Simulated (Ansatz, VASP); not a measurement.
**CoO: VASP beside Ansatz**

```
Co O
1.0
     0.00000    2.17330    2.17330
     2.17330    0.00000    2.17330
     2.17330    2.17330    0.00000
Co O
1 1
Direct
  0.00000 0.00000 0.00000
  0.50000 0.50000 0.50000
```

Alike in both runs: task single point; functional LDA; k mesh 11 × 11 × 11; occupations fermi-dirac, width 0.05 eV; collinear spin.

|  | VASP | Ansatz |
| --- | --- | --- |
| version | VASP 6.6.1 | Ansatz 0.2.0 |
| potentials or method | VASP PAW LDA potentials, release 64 (Co_sv, O) | PseudoDojo standard (LDA files) |
| plane-wave cutoff (eV) | 600 | 1306 |
| valence electrons in the cell | 23 | 23 |

```csv
,VASP,Ansatz,Ansatz less VASP
gap on the k mesh at the Fermi level (eV),none,none,-
net moment per atom (μB),1.47,1.49,+0.022
size of the moment on the site where the two differ most (μB),0.33,0.38,+0.047
```

LDA's correlation is that of Perdew and Zunger in VASP and of Perdew and Wang (1992) in Ansatz. Site moments also hang on the region over which each program counts them. A gap of «none» marks a metal or a gap that the smearing closes.
